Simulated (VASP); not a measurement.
# Ru (P6_3/mmc) in VASP: further runs

Runs on Ru. Level: PBE. Tasks: single point.

Program: VASP 6.6.1. These are calculated values, not measurements. Logs are shortened: lines on timing, memory, paths and dates and some standing lists are left out, and cuts for length are marked.

## 1. The cell of the first run

Symmetry: P6_3/mmc, No. 194, hexagonal system. Conventional cell: a = 2.856 Å, b = 2.856 Å, c = 4.404 Å, α = 90.00°, β = 90.00°, γ = 120.00°. Within 3.6 Å of Ru (site symmetry -6m2) lie 12 Ru at 2.75 to 2.86 Å.

## 2. Single point, PBE (strain +0.050 along x and y, +0.025 along z)

INCAR reads:

```
PREC = Accurate ; ENCUT = 520
EDIFF = 1E-7 ; ISMEAR = 0
SIGMA = 0.15 ; LREAL = F
LASPH = T ; NELM = 100
ALGO = Fast ; ISIF = 2
LWAVE = F ; LCHARG = F
GGA = PE ; NBANDS = 21
```

KPOINTS reads:

```
regular mesh
0
Gamma
  24 24 14
```

POSCAR reads:

```
Ru
1.0
    2.8560263454      0.0000000000      0.0000000000
   -1.4280131727      2.4733913690      0.0000000000
    0.0000000000      0.0000000000      4.4041887339
Ru
2
Direct
    0.3333333333      0.6666666667      0.2500000000
    0.6666666667      0.3333333333      0.7500000000
```

Potentials or basis: VASP PAW PBE potentials, release 64 (Ru_pv).

On the command line:

```console
> cat potpaw_PBE.64/Ru_pv/POTCAR > POTCAR
> mpirun -np 1 vasp_std > vasp.out
```

OUTCAR:

```text
PREC = Accurate
   ENCUT = 520
   EDIFF = 1E-7
   ISMEAR = 0
   LREAL = F
   LASPH = T
   NELM = 100
   ISIF = 2
   GGA = PE

 ion  position               nearest neighbor table
   1  0.333  0.667  0.250-   2 2.75   2 2.75   2 2.75   2 2.75   2 2.75   2 2.75
   2  0.667  0.333  0.750-   1 2.75   1 2.75   1 2.75   1 2.75   1 2.75   1 2.75

  LATTYP: Found a hexagonal cell.
 ALAT       =     2.8560263454
 C/A-ratio  =     1.5420686651

  Lattice vectors:

 A1 = (   2.8560263454,   0.0000000000,   0.0000000000)
 A2 = (  -1.4280131727,   2.4733913690,   0.0000000000)
 A3 = (   0.0000000000,   0.0000000000,   4.4041887339)

Analysis of symmetry for initial positions (statically):
=====================================================================
 Subroutine PRICEL returns:
 Original cell was already a primitive cell.

 Routine SETGRP: Setting up the symmetry group for a
 hexagonal supercell.

 Subroutine GETGRP returns: Found 24 space group operations
 (whereof 12 operations were pure point group operations)
 out of a pool of 24 trial point group operations.

The static configuration has the point symmetry D_3d.
 The point group associated with its full space group is D_6h.

Analysis of symmetry for dynamics (positions and initial velocities):
=====================================================================
 Subroutine PRICEL returns:
 Original cell was already a primitive cell.

 Routine SETGRP: Setting up the symmetry group for a
 hexagonal supercell.

 Subroutine GETGRP returns: Found 24 space group operations
 (whereof 12 operations were pure point group operations)
 out of a pool of 24 trial point group operations.

The dynamic configuration has the point symmetry D_3d.
 The point group associated with its full space group is D_6h.

 Subroutine INISYM returns: Found 24 space group operations
 (whereof 12 operations are pure point group operations),
 and found     1 'primitive' translations

----------------------------------------------------------------------------------------

                                     Primitive cell

  volume of cell :      31.1115

  direct lattice vectors                    reciprocal lattice vectors
     2.856026345  0.000000000  0.000000000     0.350136826  0.202151591  0.000000000
    -1.428013173  2.473391369  0.000000000     0.000000000  0.404303182  0.000000000
     0.000000000  0.000000000  4.404188734     0.000000000  0.000000000  0.227056573

  length of vectors
     2.856026345  2.856026345  4.404188734     0.404303182  0.404303182  0.227056573

  position of ions in fractional coordinates (direct lattice)
     0.333333333  0.666666667  0.250000000
     0.666666667  0.333333333  0.750000000

  ion indices of the primitive-cell ions
   primitive index   ion index
                 1           1
                 2           2

----------------------------------------------------------------------------------------

 KPOINTS: regular mesh

Automatic generation of k-mesh.
 Grid dimensions read from file:
 generate k-points for:   24   24   14

 Generating k-lattice:

  Cartesian coordinates                     Fractional coordinates (reciprocal lattice)
     0.014589034  0.008422983  0.000000000     0.041666667 -0.000000000  0.000000000
     0.000000000  0.016845966  0.000000000     0.000000000  0.041666667  0.000000000
     0.000000000  0.000000000  0.016218327     0.000000000  0.000000000  0.071428571

  Length of vectors
     0.016845966  0.016845966  0.016218327

  Shift w.r.t. Gamma in fractional coordinates (k-lattice)
     0.000000000  0.000000000  0.000000000

 Subroutine IBZKPT returns following result:
 ===========================================

 Found    488 irreducible k-points:

 Following reciprocal coordinates:
            Coordinates               Weight
  0.000000  0.000000  0.000000      1.000000
  0.041667  0.000000  0.000000      6.000000
  0.083333  0.000000  0.000000      6.000000
  0.125000  0.000000  0.000000      6.000000
  0.166667  0.000000  0.000000      6.000000
  0.208333  0.000000  0.000000      6.000000
[... 16 lines left out ...]
  0.416667  0.041667  0.000000     12.000000
  0.458333  0.041667  0.000000     12.000000
 [... further k-points ...]
   k-points           NKPTS =    488   k-points in BZ     NKDIM =    488   number of bands    NBANDS=     21
   number of dos      NEDOS =    301   number of ions     NIONS =      2
   total plane-waves  NPLWV =  20736
   dimension x,y,z NGX =    24 NGY =   24 NGZ =   36
   dimension x,y,z NGXF=    48 NGYF=   48 NGZF=   72
   ions per type =               2
   NGX,Y,Z   is equivalent  to a cutoff of  13.97, 13.97, 13.59 a.u.
   NGXF,Y,Z  is equivalent  to a cutoff of  27.94, 27.94, 27.18 a.u.
 SYSTEM =  unknown system
   PREC   = accura    normal or accurate (medium, high low for compatibility)
   ISTART =      0    job   : 0-new  1-cont  2-samecut
   ICHARG =      2    charge: 1-file 2-atom 10-const
   ISPIN  =      1    spin polarized calculation?
   LNONCOLLINEAR =      F non collinear calculations
   LSORBIT =      F    spin-orbit coupling
   LASPH  =      T    aspherical Exc in radial PAW
   ENCUT  =  520.0 eV  38.22 Ry    6.18 a.u.   5.31  5.31  8.19*2*pi/ulx,y,z
   NELM   =    100;   NELMIN=  2; NELMDL= -5     # of ELM steps
   EDIFF  = 0.1E-06   stopping-criterion for ELM
   LREAL  =      F    real-space projection
   EDIFFG = 0.1E-05   stopping-criterion for IOM
   NSW    =      0    number of steps for IOM
   IBRION =     -1    ionic relax: 0-MD 1-quasi-New 2-CG
   NFREE  =      0    steps in history (QN), initial steepest desc. (CG)
   ISIF   =      2    stress and relaxation
   ISYM   =      2    0-nonsym 1-usesym 2-fastsym
   POTIM  = 0.5000    time-step for ionic-motion
   TEBEG  =    0.0;   TEEND  =   0.0 temperature during run
   PSTRESS=    0.0 pullay stress
   NELECT =      28.0000    total number of electrons
   NUPDOWN=      -1.0000    fix difference up-down
   EMIN   =  10.00;   EMAX   =-10.00  energy-range for DOS
   EFERMI =   0.00;   METHOD = LEGACY
   ISMEAR =     0;   SIGMA  =   0.15  broadening in eV -4-tet -1-fermi 0-gaus
   EFERMI_NEDOS =   21; number of points for ismear=-14 and -15
   IALGO  =     68    algorithm
   IMIX   =      4    mixing-type and parameters
     AMIX     =   0.40;   BMIX     =  1.00
     AMIX_MAG =   1.60;   BMIX_MAG =  1.00
  volume/ion in A,a.u.               =      15.56       104.98
  Fermi-wavevector in a.u.,A,eV,Ry     =   1.580595  2.986891 33.991157  2.498280
  Thomas-Fermi vector in A             =   2.680798
   LORBIT       =      0    0 simple, 1 ext, 2 COOP (PROOUT), +10 PAW based schemes
   GGA     = PE    functional components
   LHFCALC =     F    Hartree Fock is set to
   AEXX    =    0.0000 exact exchange contribution
   IVDW    =     0    specifies the selected vdW correction
   LEPSILON=     F    determine dielectric tensor
   LRPA    =     F    only Hartree local field effects (RPA)
 non-spin polarized calculation
 RMM-DIIS sequential band-by-band and
 Gauss-broadening in eV      SIGMA  =   0.15
  energy-cutoff  :      520.00
  volume of cell :       31.11
 maximum number of plane-waves:       856
 NGX is ok and might be reduce to    24
   NGX = 11   NGY = 11   NGZ = 17

 number of electron      28.0000003 magnetization

 Free energy of the ion-electron system (eV)
  ---------------------------------------------------
  ext. energy  EPLUGINS =         0.00000000
  ---------------------------------------------------
  free energy    TOTEN  =       -18.11808896 eV

  energy without entropy =      -18.09401637  energy(sigma->0) =      -18.10605267

 E-fermi :  10.5178     XC(G=0): -13.2887

 val. band max:       10.5158632857   @ k =   0.3333   0.0833   0.2857
 cond. band min:      10.5187042698   @ k =   0.2083   0.0833   0.2143
 fundamental gap:      0.0028409841
 Fermi energy:        10.5177951166

 k-point     1 :       0.0000    0.0000    0.0000
  band No.  band energies     occupation
      1     -32.7179      2.00000
      2     -32.1235      2.00000
      3     -32.1235      2.00000
      4     -31.9968      2.00000
      5     -31.9968      2.00000
      6     -31.9518      2.00000
[... 13 lines left out ...]
     20      21.1218      0.00000
     21      21.1238      0.00000

 k-point     2 :       0.0417    0.0000    0.0000
  band No.  band energies     occupation
      1     -32.7140      2.00000
      2     -32.1307      2.00000
      3     -32.1261      2.00000
      4     -32.0044      2.00000
      5     -31.9977      2.00000
      6     -31.9539      2.00000
[... 13 lines left out ...]
     20      21.1218      0.00000
     21      21.1237      0.00000

 k-point     3 :       0.0833    0.0000    0.0000
  band No.  band energies     occupation
      1     -32.7027      2.00000
      2     -32.1516      2.00000
      3     -32.1337      2.00000
      4     -32.0265      2.00000
      5     -32.0004      2.00000
      6     -31.9600      2.00000
[... 13 lines left out ...]
     20      21.1218      0.00000
     21      21.1237      0.00000

 k-point     4 :       0.1250    0.0000    0.0000
  band No.  band energies     occupation
      1     -32.6843      2.00000
      2     -32.1849      2.00000
      3     -32.1455      2.00000
      4     -32.0616      2.00000
      5     -32.0049      2.00000
      6     -31.9701      2.00000
[... 13 lines left out ...]
     20      21.1218      0.00000
     21      21.1236      0.00000

 k-point     5 :       0.1667    0.0000    0.0000
  band No.  band energies     occupation
      1     -32.6594      2.00000
      2     -32.2285      2.00000
      3     -32.1607      2.00000
      4     -32.1067      2.00000
      5     -32.0110      2.00000
      6     -31.9843      2.00000
[... 13 lines left out ...]
     20      21.1218      0.00000
     21      21.1235      0.00000
[... 382 lines left out ...]
     20      20.1139      0.00000
     21      23.5692      0.00000

 k-point    22 :       0.3750    0.0417    0.0000
  band No.  band energies     occupation
      1     -32.5013      2.00000
      2     -32.4567      2.00000
      3     -32.3757      2.00000
      4     -32.2522      2.00000
      5     -32.1189      2.00000
      6     -32.0584      2.00000
[... 13 lines left out ...]
     20      20.3093      0.00000
     21      22.9101      0.00000

 k-point    23 :       0.4167    0.0417    0.0000
  band No.  band energies     occupation
      1     -32.5290      2.00000
      2     -32.4259      2.00000
      3     -32.4004      2.00000
      4     -32.2617      2.00000
      5     -32.1428      2.00000
      6     -32.0631      2.00000
[... 13 lines left out ...]
     20      20.9839      0.00000
     21      22.4263      0.00000

 k-point    24 :       0.4583    0.0417    0.0000
  band No.  band energies     occupation
      1     -32.5433      2.00000
      2     -32.4132      2.00000
      3     -32.4077      2.00000
      4     -32.2666      2.00000
      5     -32.1575      2.00000
      6     -32.0656      2.00000
[... 13 lines left out ...]
     20      21.3925      0.00000
     21      22.1673      0.00000

 [... further k-points ...]
[... 5 lines left out ...]
  --------------------------------------------------------------------------------------
  -------------------------------------------------------------------------------------
  Total       -5.7134166     -5.7134166     -4.8544473      0.0000000      0.0000000      0.0000000
  in kB     -294.2290204   -294.2290204   -249.9938926      0.0000000      0.0000000      0.0000000
  external PRESSURE =    -279.4839778 kB  Pullay stress =       0.0000000 kB

 VOLUME and BASIS-vectors are now :
 -----------------------------------------------------------------------------
  energy-cutoff  :      520.00
  volume of cell :       31.11
      direct lattice vectors                 reciprocal lattice vectors
     2.856026345  0.000000000  0.000000000     0.350136826  0.202151591  0.000000000
    -1.428013173  2.473391369  0.000000000     0.000000000  0.404303182  0.000000000
     0.000000000  0.000000000  4.404188734     0.000000000  0.000000000  0.227056573

 POSITION                                       TOTAL-FORCE (eV/Angst)
 -----------------------------------------------------------------------------------
     -0.00000      1.64893      1.10105         0.000000      0.000000      0.000000
      1.42801      0.82446      3.30314        -0.000000     -0.000000      0.000000
 -----------------------------------------------------------------------------------
    total drift:                               -0.000000      0.000000     -0.000000

  FREE ENERGIE OF THE ION-ELECTRON SYSTEM (eV)
  ---------------------------------------------------
  free  energy   TOTEN  =       -18.1180889633 eV

  energy  without entropy=      -18.0940163673  energy(sigma->0) =      -18.10605267
```

Wall time 3.7 min (1 thread of AMD EPYC 9R45 (Zen 5), shared host); peak memory 0.32 GiB.

What came out:

```yaml
Free_energy: -18.1181 eV
Pressure: -27.9 GPa
Band_gap_on_the_k_mesh: zero (bands 14 and 15 overlap by 2.59 eV)
```

Caveat: the cell differs from its parent crystal (strain +0.050 along x and y, +0.025 along z); the cell stands under tension.

## 3. Single point, PBE (strain +0.050 along x and y, +0.050 along z)

INCAR reads:

```
PREC = Accurate
ENCUT = 520
EDIFF = 1E-6
ISMEAR = 0
SIGMA = 0.15
LREAL = False
LASPH = True
NELM = 60
ALGO = Fast
ISIF = 2
LWAVE = False
LCHARG = False
GGA = PE
NBANDS = 21
```

KPOINTS is that of step 2.

POSCAR: that of step 2 with these lines changed.

```diff
@@ -4,3 +4,3 @@
    -1.4280131727      2.4733913690      0.0000000000
-    0.0000000000      0.0000000000      4.4041887339
+    0.0000000000      0.0000000000      4.5116079713
 Ru
```

Potentials or basis: VASP PAW PBE potentials, release 64 (Ru_pv).

On the command line:

```console
> cat potpaw_PBE.64/Ru_pv/POTCAR > POTCAR
> mpirun -np 1 vasp_std > vasp.out
```

Wall time 3.4 min (1 thread of AMD EPYC 9R45 (Zen 5), shared host); peak memory 0.33 GiB.

Results (log left out):

| Item | Value |
| --- | --- |
| Free energy | -17.9792 eV |
| Pressure | -31.8 GPa |
| Band gap on the k mesh | zero (bands 14 and 15 overlap by 2.44 eV) |

Stress tensor (GPa, compression positive):
```
-31.00   0.00   0.00
  0.00 -31.00   0.00
  0.00   0.00 -33.53
```

Levels at points of the mesh, in eV from the Fermi level:
```tsv
k point	band 10	band 11	band 12	band 13	band 14	band 15	band 16	band 17	band 18	band 19
(0.00, 0.00, 0.00)	-2.03	-1.89	-1.51	-1.51	-1.11	-1.11	0.91	0.91	1.22	8.53
(0.50, 0.00, 0.00)	-2.38	-1.66	-1.50	-1.22	1.06	1.38	1.45	3.29	5.05	9.73
(0.00, 0.00, 0.50)	-2.21	-2.18	-2.18	-2.18	-2.18	0.39	0.39	0.39	0.39	10.65
(0.50, 0.00, 0.50)	-3.57	-0.84	-0.84	0.37	0.37	1.26	1.26	2.87	2.87	8.79
```

Caveat: the cell differs from its parent crystal (strain +0.050 along x and y, +0.050 along z); the cell stands under tension.
